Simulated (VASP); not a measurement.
# NiO (Fm-3m) in VASP: a series of runs

Runs on NiO. Level: r2SCAN+U. Tasks: single point.

Program: VASP 6.6.1. These are calculated values, not measurements. Logs are shortened: lines on timing, memory, paths and dates and some standing lists are left out, and cuts for length are marked.

## (1) The cell of the first run

The structure is cubic, space group Fm-3m (No. 225). Conventional cell: a = 4.183 Å, b = 4.183 Å, c = 4.183 Å, α = 90.00°, β = 90.00°, γ = 90.00°. Ni (site symmetry m-3m) has 6 O at 2.09 Å within 2.8 Å. O (site symmetry m-3m) has 6 Ni at 2.09 Å within 2.8 Å.

## (2) Single point, r2SCAN+U, collinear spin, antiferromagnetic start

Input file POSCAR:

```
NiO
1.0
    0.0000000000      2.0913095100      2.0913095100
    4.1826190200      2.0913095100      2.0913095100
    4.1826190200      4.1826190200      0.0000000000
Ni O
2 2
Direct
    0.0000000000      0.0000000000      0.0000000000
    0.0000000000      0.0000000000      0.5000000000
    0.5000000000      0.5000000000      0.0000000000
    0.5000000000      0.5000000000      0.5000000000
```

Input file INCAR.step1:

```
PREC = Accurate
ENCUT = 520
ISMEAR = 0
SIGMA = 0.05
LREAL = F
LASPH = T
NELM = 150
ISPIN = 2
MAGMOM = 2 -2 0 0
LMAXMIX = 4
LDAU = T
LDAUTYPE = 2
LDAUL = 2 -1
LDAUU = 3 0
LDAUJ = 0 0
NBANDS = 28
GGA = PE
ALGO = Normal
EDIFF = 1E-4
LWAVE = T
LCHARG = F
```

Input file INCAR.step2:

```
PREC = Accurate
ENCUT = 520
EDIFF = 1E-6
ISMEAR = 0
SIGMA = 0.05
LREAL = F
LASPH = T
NELM = 150
ALGO = Normal
ISIF = 2
LWAVE = F
LCHARG = F
ISPIN = 2
MAGMOM = 2 -2 0 0
LORBIT = 11
LMAXMIX = 4
LDAU = T
LDAUTYPE = 2
LDAUL = 2 -1
LDAUU = 3 0
LDAUJ = 0 0
LDAUPRINT = 1
METAGGA = R2SCAN
LMIXTAU = T
NBANDS = 28
ISTART = 1
```

Input file KPOINTS:

```
Automatic mesh
0
Gamma
  8 8 8
```

Potentials or basis: VASP PAW PBE potentials, release 64 (Ni, O).

Launch:

```console
$ cat potpaw_PBE.64/Ni/POTCAR potpaw_PBE.64/O/POTCAR > POTCAR
$ cp INCAR.step1 INCAR
$ mpirun -np 1 vasp_std > vasp.out
$ cp INCAR.step2 INCAR
$ mpirun -np 1 vasp_std > vasp.out
```

OUTCAR:

```text
PREC = Accurate
   ENCUT = 520
   EDIFF = 1E-6
   ISMEAR = 0
   LREAL = F
   LASPH = T
   NELM = 150
   ISIF = 2
   ISPIN = 2
   LORBIT = 11
   METAGGA = R2SCAN
   ISTART = 1

 ion  position               nearest neighbor table
   1  0.000  0.000  0.000-   4 2.09   3 2.09   4 2.09   3 2.09   4 2.09   4 2.09   2 2.96   2 2.96
                             2 2.96   2 2.96   2 2.96   2 2.96   2 2.96   2 2.96
   2  0.000  0.000  0.500-   3 2.09   3 2.09   4 2.09   4 2.09   3 2.09   3 2.09   1 2.96   1 2.96
                             1 2.96   1 2.96   1 2.96   1 2.96   1 2.96   1 2.96
   3  0.500  0.500  0.000-   2 2.09   1 2.09   2 2.09   1 2.09   2 2.09   2 2.09
   4  0.500  0.500  0.500-   1 2.09   1 2.09   2 2.09   2 2.09   1 2.09   1 2.09

  LATTYP: Found a simple tetragonal cell.
 ALAT       =     2.9575582722
 C/A-ratio  =     1.4142135624

  Lattice vectors:

 A1 = (   0.0000000000,  -2.0913095100,   2.0913095100)
 A2 = (   0.0000000000,  -2.0913095100,  -2.0913095100)
 A3 = (   4.1826190200,   0.0000000000,   0.0000000000)

Analysis of symmetry for initial positions (statically):
=====================================================================
 Subroutine PRICEL returns following result:

  LATTYP: Found a face centered cubic cell.
 ALAT       =     4.1826190200
[... 12 lines left out ...]
 Subroutine GETGRP returns: Found 16 space group operations
 (whereof 16 operations were pure point group operations)
 out of a pool of 16 trial point group operations.

The static configuration has the point symmetry D_4h.

Analysis of symmetry for dynamics (positions and initial velocities):
=====================================================================
 Subroutine PRICEL returns following result:

  LATTYP: Found a face centered cubic cell.
 ALAT       =     4.1826190200
[... 12 lines left out ...]
 Subroutine GETGRP returns: Found 16 space group operations
 (whereof 16 operations were pure point group operations)
 out of a pool of 16 trial point group operations.

The dynamic configuration has the point symmetry D_4h.

Analysis of structural, dynamic, and magnetic symmetry:
=====================================================================
 Subroutine PRICEL returns following result:

  LATTYP: Found a face centered cubic cell.
 ALAT       =     4.1826190200
[... 12 lines left out ...]
 Subroutine GETGRP returns: Found 16 space group operations
 (whereof 16 operations were pure point group operations)
 out of a pool of 16 trial point group operations.

The overall configuration has the point symmetry D_4h.

 Subroutine INISYM returns: Found 16 space group operations
 (whereof 16 operations are pure point group operations),
 and found     2 'primitive' translations

----------------------------------------------------------------------------------------

                                     Primitive cell

  volume of cell :      18.2930

  direct lattice vectors                    reciprocal lattice vectors
    -2.091309510  2.091309510  0.000000000    -0.239084649  0.239084649 -0.239084649
    -2.091309510  0.000000000  2.091309510    -0.239084649 -0.239084649  0.239084649
     0.000000000  2.091309510  2.091309510     0.239084649  0.239084649  0.239084649

  length of vectors
     2.957558272  2.957558272  2.957558272     0.414106759  0.414106759  0.414106759
[... 134 lines left out ...]
 -0.0000 -0.0000  1.0245  0.0000 -0.0000
 -0.0000  0.0000  0.0000  0.9773 -0.0000
 -0.0000 -0.0000 -0.0000 -0.0000  1.0246

spin component  2

  0.9747  0.0000  0.0000 -0.0000  0.0000
  0.0000  0.9748 -0.0000 -0.0000  0.0000
  0.0000 -0.0000  0.1423 -0.0000  0.0008
 -0.0000 -0.0000 -0.0000  0.9747  0.0000
  0.0000  0.0000  0.0008  0.0000  0.1414

 occupancies and eigenvectors

  o =  0.1409  v =  0.0000  0.0000  0.0000  0.0000  0.0000  0.0000 -0.0000 -0.5000 -0.0000  0.8660      0.0000  0.0000  0.0000  0.0000  0.0000  0.0000  0.0000  0.0000  0.0000  0.0000
  o =  0.1428  v =  0.0000  0.0000  0.0000  0.0000  0.0000  0.0000 -0.0000 -0.8660  0.0000 -0.5000      0.0000  0.0000  0.0000  0.0000  0.0000  0.0000  0.0000  0.0000  0.0000  0.0000
  o =  0.9747  v =  0.0000  0.0000  0.0000  0.0000  0.0000  1.0000  0.0000  0.0000  0.0000  0.0000      0.0000  0.0000  0.0000  0.0000  0.0000  0.0000  0.0000  0.0000  0.0000  0.0000
  o =  0.9747  v =  0.0000  0.0000  0.0000  0.0000  0.0000  0.0000 -0.0000  0.0000  1.0000  0.0000      0.0000  0.0000  0.0000  0.0000  0.0000  0.0000  0.0000  0.0000  0.0000  0.0000
  o =  0.9748  v =  0.0000  0.0000  0.0000  0.0000  0.0000  0.0000  1.0000 -0.0000  0.0000  0.0000      0.0000  0.0000  0.0000  0.0000  0.0000  0.0000  0.0000  0.0000  0.0000  0.0000
  o =  0.9771  v =  0.0000  1.0000  0.0000  0.0000  0.0000  0.0000  0.0000  0.0000  0.0000  0.0000      0.0000  0.0000  0.0000  0.0000  0.0000  0.0000  0.0000  0.0000  0.0000  0.0000
  o =  0.9773  v =  0.0000  0.0000 -0.0000 -1.0000 -0.0000  0.0000  0.0000  0.0000  0.0000  0.0000      0.0000  0.0000  0.0000  0.0000  0.0000  0.0000  0.0000  0.0000  0.0000  0.0000
  o =  0.9773  v =  1.0000  0.0000  0.0000  0.0000  0.0000  0.0000  0.0000  0.0000  0.0000  0.0000      0.0000  0.0000  0.0000  0.0000  0.0000  0.0000  0.0000  0.0000  0.0000  0.0000
  o =  1.0245  v =  0.0000  0.0000 -0.8660  0.0000 -0.5000  0.0000  0.0000  0.0000  0.0000  0.0000      0.0000  0.0000  0.0000  0.0000  0.0000  0.0000  0.0000  0.0000  0.0000  0.0000
  o =  1.0246  v =  0.0000 -0.0000 -0.5000 -0.0000  0.8660  0.0000  0.0000  0.0000  0.0000  0.0000      0.0000  0.0000  0.0000  0.0000  0.0000  0.0000  0.0000  0.0000  0.0000  0.0000

atom =   2  type =  1  l = 2

 onsite density matrix

spin component  1

  0.9747 -0.0000  0.0000 -0.0000  0.0000
 -0.0000  0.9748  0.0000  0.0000  0.0000
  0.0000  0.0000  0.1423 -0.0000  0.0008
 -0.0000  0.0000 -0.0000  0.9747  0.0000
  0.0000  0.0000  0.0008  0.0000  0.1414

spin component  2

  0.9773 -0.0000 -0.0000 -0.0000 -0.0000
 -0.0000  0.9771 -0.0000  0.0000  0.0000
 -0.0000 -0.0000  1.0245  0.0000 -0.0000
 -0.0000  0.0000  0.0000  0.9773 -0.0000
 -0.0000  0.0000 -0.0000 -0.0000  1.0246

 occupancies and eigenvectors

  o =  0.1409  v =  0.0000 -0.0000 -0.5000 -0.0000  0.8660  0.0000  0.0000  0.0000  0.0000  0.0000      0.0000  0.0000  0.0000  0.0000  0.0000  0.0000  0.0000  0.0000  0.0000  0.0000
  o =  0.1428  v =  0.0000 -0.0000 -0.8660 -0.0000 -0.5000  0.0000  0.0000  0.0000  0.0000  0.0000      0.0000  0.0000  0.0000  0.0000  0.0000  0.0000  0.0000  0.0000  0.0000  0.0000
  o =  0.9747  v =  1.0000  0.0000  0.0000  0.0000  0.0000  0.0000  0.0000  0.0000  0.0000  0.0000      0.0000  0.0000  0.0000  0.0000  0.0000  0.0000  0.0000  0.0000  0.0000  0.0000
  o =  0.9747  v =  0.0000  0.0000  0.0000 -1.0000  0.0000  0.0000  0.0000  0.0000  0.0000  0.0000      0.0000  0.0000  0.0000  0.0000  0.0000  0.0000  0.0000  0.0000  0.0000  0.0000
  o =  0.9748  v =  0.0000 -1.0000  0.0000 -0.0000 -0.0000  0.0000  0.0000  0.0000  0.0000  0.0000      0.0000  0.0000  0.0000  0.0000  0.0000  0.0000  0.0000  0.0000  0.0000  0.0000
  o =  0.9771  v =  0.0000  0.0000  0.0000  0.0000  0.0000  0.0000 -1.0000 -0.0000 -0.0000  0.0000      0.0000  0.0000  0.0000  0.0000  0.0000  0.0000  0.0000  0.0000  0.0000  0.0000
  o =  0.9773  v =  0.0000  0.0000  0.0000  0.0000  0.0000  0.0000  0.0000 -0.0000 -1.0000 -0.0000      0.0000  0.0000  0.0000  0.0000  0.0000  0.0000  0.0000  0.0000  0.0000  0.0000
  o =  0.9773  v =  0.0000  0.0000  0.0000  0.0000  0.0000  1.0000  0.0000  0.0000  0.0000  0.0000      0.0000  0.0000  0.0000  0.0000  0.0000  0.0000  0.0000  0.0000  0.0000  0.0000
  o =  1.0245  v =  0.0000  0.0000  0.0000  0.0000  0.0000  0.0000 -0.0000  0.8660 -0.0000  0.5000      0.0000  0.0000  0.0000  0.0000  0.0000  0.0000  0.0000  0.0000  0.0000  0.0000
  o =  1.0246  v =  0.0000  0.0000  0.0000  0.0000  0.0000  0.0000  0.0000 -0.5000  0.0000  0.8660      0.0000  0.0000  0.0000  0.0000  0.0000  0.0000  0.0000  0.0000  0.0000  0.0000

 number of electron      32.0000010 magnetization      -0.0000000

 Free energy of the ion-electron system (eV)
  ---------------------------------------------------
  ext. energy  EPLUGINS =         0.00000000
  ---------------------------------------------------
  free energy    TOTEN  =       -38.97914708 eV

  energy without entropy =      -38.97914708  energy(sigma->0) =      -38.97914708

 E-fermi :   7.2831     XC(G=0): -13.3719

 val. band max:        6.9859379395   @ k =   0.5000   0.0000   0.0000
 cond. band min:       9.4360194966   @ k =   0.0000   0.5000   0.5000
 fundamental gap:      2.4500815571
 Fermi energy:         7.2831083693

 spin component 1

 k-point     1 :       0.0000    0.0000    0.0000
  band No.  band energies     occupation
      1     -13.2194      1.00000
      2     -11.7963      1.00000
      3       0.9947      1.00000
      4       1.8141      1.00000
      5       2.1264      1.00000
      6       2.3303      1.00000
[... 1481 lines left out ...]
     27      27.8957      0.00000
     28      28.3650      0.00000

 [... further k-points ...]
[... 5 lines left out ...]
  --------------------------------------------------------------------------------------
  -------------------------------------------------------------------------------------
  Total       -0.1384053     -0.1048665     -0.1048665      0.0000000      0.0000000     -0.0000000
  in kB       -6.0610593     -4.5923234     -4.5923234      0.0000000      0.0000000     -0.0000000
  external PRESSURE =      -5.0819020 kB  Pullay stress =       0.0000000 kB

 VOLUME and BASIS-vectors are now :
 -----------------------------------------------------------------------------
  energy-cutoff  :      520.00
  volume of cell :       36.59
      direct lattice vectors                 reciprocal lattice vectors
     0.000000000  2.091309510  2.091309510    -0.239084649  0.239084649  0.239084649
     4.182619020  2.091309510  2.091309510     0.239084649 -0.239084649  0.239084649
     4.182619020  4.182619020  0.000000000     0.000000000  0.239084649 -0.239084649

 POSITION                                       TOTAL-FORCE (eV/Angst)
 -----------------------------------------------------------------------------------
      0.00000      0.00000      0.00000        -0.000000      0.000000     -0.000000
      2.09131      2.09131      0.00000        -0.000000      0.000000     -0.000000
      2.09131      2.09131      2.09131        -0.000000     -0.000000      0.000000
      4.18262      4.18262      2.09131         0.000000     -0.000000      0.000000
 -----------------------------------------------------------------------------------
    total drift:                                0.000000     -0.000000     -0.000000

  FREE ENERGIE OF THE ION-ELECTRON SYSTEM (eV)
  ---------------------------------------------------
  free  energy   TOTEN  =       -38.9791470783 eV

  energy  without entropy=      -38.9791470783  energy(sigma->0) =      -38.97914708

 total charge

# of ion       s       p       d       tot
------------------------------------------
    1        0.340   0.424   8.164   8.928
    2        0.340   0.424   8.164   8.928
    3        1.553   3.513   0.000   5.066
    4        1.553   3.513   0.000   5.066
--------------------------------------------------
tot          3.785   7.875  16.329  27.988

 magnetization (x)

# of ion       s       p       d       tot
------------------------------------------
    1        0.017   0.018   1.772   1.807
    2       -0.017  -0.018  -1.772  -1.807
    3       -0.008  -0.062   0.000  -0.069
    4        0.008   0.062   0.000   0.069
--------------------------------------------------
tot          0.000   0.000   0.000   0.000
```

Wall time 20 min (1 thread of Oxide Virtual Turin-like, shared host); peak memory 0.29 GiB.

What came out:

| Quantity | Value |
| --- | --- |
| Free energy | -38.9791 eV |
| Pressure | -0.5 GPa |
| Band gap on the k mesh | 2.45 eV |
| Net moment | 0.00 μB per cell |
| Site moments | Ni +1.81, -1.81; O -0.07, +0.07 μB |
| Valence electrons inside the program's atomic spheres | Ni 8.93; O 5.07 |

Stress tensor (GPa, compression positive):
```
-0.61  0.00  0.00
 0.00 -0.46  0.00
 0.00  0.00 -0.46
```

Eigenvalues of the final occupation matrices:
| site | spin | trace | eigenvalues |
| --- | --- | --- | --- |
| site 1 d | 1 | 4.98 | 0.98 0.98 0.98 1.02 1.02 |
| site 1 d | 2 | 3.21 | 0.14 0.14 0.97 0.97 0.97 |
| site 2 d | 1 | 3.21 | 0.14 0.14 0.97 0.97 0.97 |
| site 2 d | 2 | 4.98 | 0.98 0.98 0.98 1.02 1.02 |

Caveat: the PAW data sets were made with another functional, which shifts forces and pressure a little. A k mesh can miss the band edges.

## (3) Single point, r2SCAN+U, collinear spin, antiferromagnetic start

POSCAR is that of step 2.

Input file INCAR.step1:

```
SYSTEM = NiO
PREC = Accurate
ENCUT = 520
ISMEAR = 0
SIGMA = 0.05
LREAL = .FALSE.
LASPH = .TRUE.
NELM = 150
ISPIN = 2
MAGMOM = 1.91 -1.91 -0.08 0.08
LMAXMIX = 4
LDAU = .TRUE.
LDAUTYPE = 2
LDAUL = 2 -1
LDAUU = 3 0
LDAUJ = 0 0
NBANDS = 28
GGA = PE
ALGO = Normal
EDIFF = 1E-4
LWAVE = .TRUE.
LCHARG = .FALSE.
```

Input file INCAR.step2:

```
SYSTEM = NiO
PREC = Accurate
ENCUT = 520
EDIFF = 1E-6
ISMEAR = 0
SIGMA = 0.05
LREAL = .FALSE.
LASPH = .TRUE.
NELM = 150
ALGO = Normal
ISIF = 2
LWAVE = .FALSE.
LCHARG = .TRUE.
ISPIN = 2
MAGMOM = 1.91 -1.91 -0.08 0.08
LORBIT = 11
LMAXMIX = 4
LDAU = .TRUE.
LDAUTYPE = 2
LDAUL = 2 -1
LDAUU = 3 0
LDAUJ = 0 0
LDAUPRINT = 1
METAGGA = R2SCAN
LMIXTAU = .TRUE.
LELF = .TRUE.
LVHAR = .TRUE.
NBANDS = 28
ISTART = 1
```

Input file KPOINTS:

```
Automatic mesh
0
G
  8 8 8
  0 0 0
```

Potentials or basis: VASP PAW PBE potentials, release 64 (Ni, O).

Launch:

```console
$ cat potpaw_PBE.64/Ni/POTCAR potpaw_PBE.64/O/POTCAR > POTCAR
$ cp INCAR.step1 INCAR
$ mpirun -np 1 vasp_std > vasp.out
$ cp INCAR.step2 INCAR
$ mpirun -np 1 vasp_std > vasp.out
```

It took 24 min on 1 thread of Oxide Virtual Turin-like, shared host; peak memory 0.29 GiB.

The run converged. Its results:

| Quantity | Value |
| --- | --- |
| Free energy | -38.9791 eV |
| Pressure | -0.5 GPa |
| Band gap on the k mesh | 2.45 eV |
| Net moment | 0.00 μB per cell |
| Site moments | Ni +1.81, -1.81; O -0.07, +0.07 μB |
| Valence electrons inside the program's atomic spheres | Ni 8.93; O 5.07 |

Stress tensor (GPa, compression positive):
```
-0.61  0.00  0.00
 0.00 -0.46  0.00
 0.00  0.00 -0.46
```

Levels at points of the mesh, in eV from the valence-band top:
Spin up:
```csv
k point,band 13,band 14,band 15,band 16,band 17,band 18,band 19,band 20
"(0.00, 0.00, 0.00)",-2.63,-1.83,-1.82,-1.82,2.45,2.72,2.95,7.57
"(0.50, 0.00, 0.00)",-1.99,-1.90,-0.01,0.00,4.69,4.70,6.94,7.03
"(0.50, 0.50, 0.00)",-3.15,-2.72,-2.72,-2.34,2.82,3.06,7.27,7.86
"(0.00, 0.00, 0.50)",-2.04,-2.02,-1.55,-0.26,2.96,4.69,8.53,8.76
"(0.50, 0.00, 0.50)",-2.34,-2.26,-2.26,-2.01,3.06,3.63,9.74,10.49
"(0.00, 0.50, 0.50)",-1.79,-1.79,-1.64,-1.64,2.45,3.05,6.68,7.50
```
Spin down:
| k point | band 12 | band 13 | band 14 | band 15 | band 16 | band 17 | band 18 | band 19 | band 20 | band 21 |
| --- | --- | --- | --- | --- | --- | --- | --- | --- | --- | --- |
| (0.00, 0.00, 0.00) | -2.63 | -2.63 | -1.83 | -1.82 | -1.82 | 2.45 | 2.72 | 2.95 | 7.57 | 12.47 |
| (0.50, 0.00, 0.00) | -2.54 | -1.99 | -1.90 | -0.01 | 0.00 | 4.69 | 4.70 | 6.94 | 7.03 | 11.55 |
| (0.50, 0.50, 0.00) | -3.23 | -3.15 | -2.72 | -2.72 | -2.34 | 2.82 | 3.06 | 7.27 | 7.86 | 12.47 |
| (0.00, 0.00, 0.50) | -2.64 | -2.04 | -2.02 | -1.55 | -0.26 | 2.96 | 4.69 | 8.53 | 8.76 | 12.34 |
| (0.50, 0.00, 0.50) | -2.86 | -2.34 | -2.26 | -2.26 | -2.01 | 3.06 | 3.63 | 9.74 | 10.49 | 12.06 |
| (0.00, 0.50, 0.50) | -2.50 | -1.79 | -1.79 | -1.64 | -1.64 | 2.45 | 3.05 | 6.68 | 7.50 | 13.97 |

Eigenvalues of the final occupation matrices:
```
    site  spin  trace               eigenvalues
site 1 d     1   4.98  0.98 0.98 0.98 1.02 1.02
site 1 d     2   3.21  0.14 0.14 0.97 0.97 0.97
site 2 d     1   3.21  0.14 0.14 0.97 0.97 0.97
site 2 d     2   4.98  0.98 0.98 0.98 1.02 1.02
```

Caveat: the PAW data sets were made with another functional, which shifts forces and pressure a little. The state reached can hang on the start; a lower one may exist.

(Continued in part 2 of 2.)
